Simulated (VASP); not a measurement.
# MnO (Fm-3m) in VASP: notebook, part 2 of 2

VASP 6.6.1.

### 3 Relaxation of cell and atoms, PBE, collinear spin, ferromagnetic start

INCAR reads:

```
SYSTEM = MnO
PREC = Accurate
ENCUT = 600
EDIFF = 1E-6
ISMEAR = -1
SIGMA = 0.05
LREAL = .False.
LASPH = .True.
NELM = 150
ALGO = Normal
ISIF = 3
LWAVE = .False.
LCHARG = .False.
ISPIN = 2
MAGMOM = 4 0
LORBIT = 11
LMAXMIX = 4
GGA = PE
IBRION = 2
NSW = 80
EDIFFG = -0.01
```

KPOINTS reads:

```
regular mesh
0
Gamma
  10 10 10
  0 0 0
```

POSCAR reads:

```
MnO
1.0
    0.0000000000      2.2239077028      2.2239077028
    2.2239077028      0.0000000000      2.2239077028
    2.2239077028      2.2239077028      0.0000000000
Mn O
1 1
Direct
    0.0000000000      0.0000000000      0.0000000000
    0.5000000000      0.5000000000      0.5000000000
```

Potentials or basis: VASP PAW PBE potentials, release 64 (Mn_pv, O).

The run is started by

```
cat potpaw_PBE.64/Mn_pv/POTCAR potpaw_PBE.64/O/POTCAR > POTCAR
mpirun -np 1 vasp_std > vasp.out
```

OUTCAR:

```text
SYSTEM = MnO
   PREC = Accurate
   ENCUT = 600
   EDIFF = 1E-6
   ISMEAR = -1
   LREAL = .False.
   LASPH = .True.
   NELM = 150
   ISIF = 3
   ISPIN = 2
   LORBIT = 11
   GGA = PE
   IBRION = 2
   NSW = 80
   EDIFFG = -0.01

 ion  position               nearest neighbor table
   1  0.000  0.000  0.000-   2 2.22   2 2.22   2 2.22   2 2.22   2 2.22   2 2.22
   2  0.500  0.500  0.500-   1 2.22   1 2.22   1 2.22   1 2.22   1 2.22   1 2.22

  LATTYP: Found a face centered cubic cell.
 ALAT       =     4.4478154056

  Lattice vectors:

 A1 = (   0.0000000000,   2.2239077028,   2.2239077028)
 A2 = (   2.2239077028,   0.0000000000,   2.2239077028)
 A3 = (   2.2239077028,   2.2239077028,   0.0000000000)

Analysis of symmetry for initial positions (statically):
=====================================================================
 Subroutine PRICEL returns:
 Original cell was already a primitive cell.

 Routine SETGRP: Setting up the symmetry group for a
 face centered cubic supercell.

 Subroutine GETGRP returns: Found 48 space group operations
 (whereof 48 operations were pure point group operations)
 out of a pool of 48 trial point group operations.

The static configuration has the point symmetry O_h .

Analysis of symmetry for dynamics (positions and initial velocities):
=====================================================================
 Subroutine PRICEL returns:
 Original cell was already a primitive cell.

 Routine SETGRP: Setting up the symmetry group for a
 face centered cubic supercell.

 Subroutine GETGRP returns: Found 48 space group operations
 (whereof 48 operations were pure point group operations)
 out of a pool of 48 trial point group operations.

The dynamic configuration has the point symmetry O_h .

Analysis of structural, dynamic, and magnetic symmetry:
=====================================================================
 Subroutine PRICEL returns:
 Original cell was already a primitive cell.

 Routine SETGRP: Setting up the symmetry group for a
 face centered cubic supercell.

[... 586 lines left out ...]
      9       5.2910      1.00000
     10       5.5344      1.00000
     11       5.6982      1.00000
     12       6.0769      1.00000
     13      12.3091      0.00000
     14      16.3114      0.00000
     15      17.7331      0.00000

 [... further k-points ...]

 spin component 2

 k-point     1 :       0.0000    0.0000    0.0000
  band No.  band energies     occupation
      1     -38.1666      1.00000
      2     -38.1666      1.00000
      3     -38.1666      1.00000
      4     -12.2836      1.00000
      5       4.1794      1.00000
      6       4.1794      1.00000
      7       4.1794      1.00000
      8       8.2815      0.00000
      9       8.2815      0.00000
     10       8.2815      0.00000
     11       8.3216      0.00000
     12       8.9073      0.00000
     13       8.9073      0.00000
     14      22.1505      0.00000
[... 403 lines left out ...]
      4     -11.4789      1.00000
      5       1.1523      1.00000
      6       3.0471      1.00000
      7       3.2350      1.00000
      8       7.2527      0.99565
      9       9.5300      0.00000
     10       9.7682      0.00000
     11       9.8009      0.00000
     12       9.8043      0.00000
     13      13.8991      0.00000
     14      17.8829      0.00000
     15      19.4563      0.00000

 [... further k-points ...]

------------------------ aborting loop because EDIFF is reached ----------------------------------------

  FORCE on cell =-STRESS in cart. coord.  units (eV):
  Direction    XX          YY          ZZ          XY          YZ          ZX
  --------------------------------------------------------------------------------------
  -------------------------------------------------------------------------------------
  Total        0.0002860      0.0002860      0.0002860     -0.0000000     -0.0000000      0.0000000
  in kB        0.0208288      0.0208288      0.0208288     -0.0000000     -0.0000000      0.0000000
  external PRESSURE =       0.0208288 kB  Pullay stress =       0.0000000 kB

 VOLUME and BASIS-vectors are now :
 -----------------------------------------------------------------------------
  energy-cutoff  :      600.00
  volume of cell :       22.00
      direct lattice vectors                 reciprocal lattice vectors
     0.000000000  2.223907703  2.223907703    -0.224829474  0.224829474  0.224829474
     2.223907703  0.000000000  2.223907703     0.224829474 -0.224829474  0.224829474
     2.223907703  2.223907703  0.000000000     0.224829474  0.224829474 -0.224829474

 POSITION                                       TOTAL-FORCE (eV/Angst)
 -----------------------------------------------------------------------------------
      0.00000      0.00000      0.00000         0.000000     -0.000000      0.000000
      2.22391      2.22391      2.22391        -0.000000      0.000000     -0.000000
 -----------------------------------------------------------------------------------
    total drift:                                0.000000      0.000000      0.000000

  FREE ENERGIE OF THE ION-ELECTRON SYSTEM (eV)
  ---------------------------------------------------
  free  energy   TOTEN  =       -16.4080908737 eV

  energy  without entropy=      -16.4009687747  energy(sigma->0) =      -16.40452982

 reached required accuracy - stopping structural energy minimisation

 total charge

# of ion       s       p       d       tot
------------------------------------------
    1        0.202   6.176   4.974  11.353
    2        1.557   3.417   0.000   4.974
--------------------------------------------------
tot          1.760   9.593   4.974  16.327

 magnetization (x)

# of ion       s       p       d       tot
------------------------------------------
    1        0.034   0.026   4.288   4.348
    2        0.030   0.175   0.000   0.205
--------------------------------------------------
tot          0.064   0.201   4.288   4.553
```

OSZICAR:

```text
N       E                     dE             d eps       ncg     rms          rms(c)
DAV:   1     0.171523517804E+03    0.17152E+03   -0.12103E+04  2828   0.164E+03
DAV:   2    -0.102562804395E+02   -0.18178E+03   -0.17156E+03  3093   0.411E+02
DAV:   3    -0.186517550258E+02   -0.83955E+01   -0.83233E+01  3023   0.961E+01
DAV:   4    -0.187258191430E+02   -0.74064E-01   -0.74048E-01  3303   0.954E+00
DAV:   5    -0.187266766149E+02   -0.85747E-03   -0.85747E-03  3184   0.103E+00    0.138E+01
DAV:   6    -0.167203442270E+02    0.20063E+01   -0.14759E+01  3634   0.459E+01    0.132E+01
DAV:   7    -0.164139715090E+02    0.30637E+00   -0.16724E+00  3267   0.217E+01    0.797E+00
DAV:   8    -0.164199499461E+02   -0.59784E-02   -0.15032E-01  2862   0.368E+00    0.466E+00
DAV:   9    -0.164050135136E+02    0.14936E-01   -0.51647E-02  2869   0.287E+00    0.118E+00
DAV:  10    -0.164072595654E+02   -0.22461E-02   -0.10220E-02  2921   0.141E+00    0.358E-01
DAV:  11    -0.164079865343E+02   -0.72697E-03   -0.13118E-03  2974   0.460E-01    0.119E-01
DAV:  12    -0.164080723364E+02   -0.85802E-04   -0.10435E-04  3334   0.142E-01    0.410E-02
DAV:  13    -0.164080798135E+02   -0.74771E-05   -0.14917E-05  2904   0.404E-02    0.397E-02
DAV:  14    -0.164080912958E+02   -0.11482E-04   -0.13458E-05  2891   0.347E-02    0.107E-02
DAV:  15    -0.164080908737E+02    0.42210E-06   -0.12645E-06  1838   0.114E-02
   1 F= -.16408091E+02 E0= -.16404530E+02  d E =-.164081E+02  mag=     4.7924
```

Run time: 21 s. Hardware: 1 thread of Intel Xeon 6975P-C (Granite Rapids), shared host; peak memory 0.19 GiB.

Results:

```yaml
Free_energy: -16.4081 eV
Pressure_after_relaxing: 0.0 GPa
Net_moment: 4.79 μB per cell
Site_moments: Mn +4.35; O +0.20 μB
Valence_electrons_inside_the_program's_atomic_spheres: Mn 11.35; O 4.97
```

Final structure:
```
Mn O
1.0
     0.00000    2.22391    2.22391
     2.22391    0.00000    2.22391
     2.22391    2.22391    0.00000
Mn O
1 1
Direct
  0.00000 0.00000 0.00000
  0.50000 0.50000 0.50000
```

Levels at points of the mesh, in eV from the Fermi level:
Spin up:
| k point | band 8 | band 9 | band 10 | band 11 | band 12 | band 13 | band 14 | band 15 |
| --- | --- | --- | --- | --- | --- | --- | --- | --- |
| (0.00, 0.00, 0.00) | -3.22 | -3.22 | -3.22 | -2.69 | -2.69 | -0.53 | 13.96 | 16.32 |
| (0.50, 0.00, 0.00) | -2.33 | -2.33 | -1.89 | 0.20 | 0.20 | 3.48 | 7.72 | 11.87 |
| (0.50, 0.50, 0.00) | -4.21 | -2.27 | -2.05 | -2.05 | -1.92 | 5.01 | 7.81 | 10.40 |
Spin down:
```tsv
k point	band 3	band 4	band 5	band 6	band 7	band 8	band 9	band 10	band 11	band 12
(0.00, 0.00, 0.00)	-45.69	-19.81	-3.34	-3.34	-3.34	0.76	0.76	0.76	0.80	1.38
(0.50, 0.00, 0.00)	-45.70	-18.86	-7.35	-4.83	-4.83	1.94	1.98	1.98	3.65	3.65
(0.50, 0.50, 0.00)	-45.72	-18.88	-6.40	-4.32	-4.32	-0.81	1.97	2.17	2.42	2.42
```

Caveat: the relaxation stopped at its first step, so nothing moved; a cell with one magnetic atom can't hold antiferromagnetic order, which such compounds often take; semilocal functionals often make such compounds metallic where correlation or magnetic order opens a gap, which also shifts bond lengths. With open d or f shells a metallic result of PBE can be an artefact of self-interaction; +U or a hybrid may open a gap.
